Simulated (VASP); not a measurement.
Ge, 2 atoms in the cell. The structure is tetragonal, space group I4_1/amd (No. 141). The conventional cell has a = 3.987 Å, b = 3.987 Å, c = 5.696 Å, α = 90.00°, β = 90.00°, γ = 90.00°. Within 3.2 Å of Ge (site symmetry -4m2) lie 4 Ge at 2.45 Å. 

```yaml
Program: VASP 6.6.1
Task: single point
Functional: PBEsol
Potentials_or_basis: VASP PAW PBE potentials, release 64 (Ge_d)
Cutoff: 520 eV
k_mesh: 6 × 6 × 6
Occupations: fermi-dirac, width 0.02 eV
Spin: no spin polarisation
Dipole_correction: no
Further_INCAR_settings: ALGO = Normal; EDIFF = 1e-07; NBANDS = 21
```

Potentials or basis: VASP PAW PBE potentials, release 64 (Ge_d).

Command:

```console
$ cat potpaw_PBE.64/Ge_d/POTCAR > POTCAR
$ mpirun -np 1 vasp_std > vasp.out
```

Hardware: 1 thread of Intel(R) Xeon(R) 6975P-C (Granite Rapids), on a shared host.

Estimate the wall time of this run.

Run time: 12 s on 1 thread of Intel(R) Xeon(R) 6975P-C (Granite Rapids) (shared host), peak memory 0.17 GiB. Counts: scf iterations 13, k points 30.
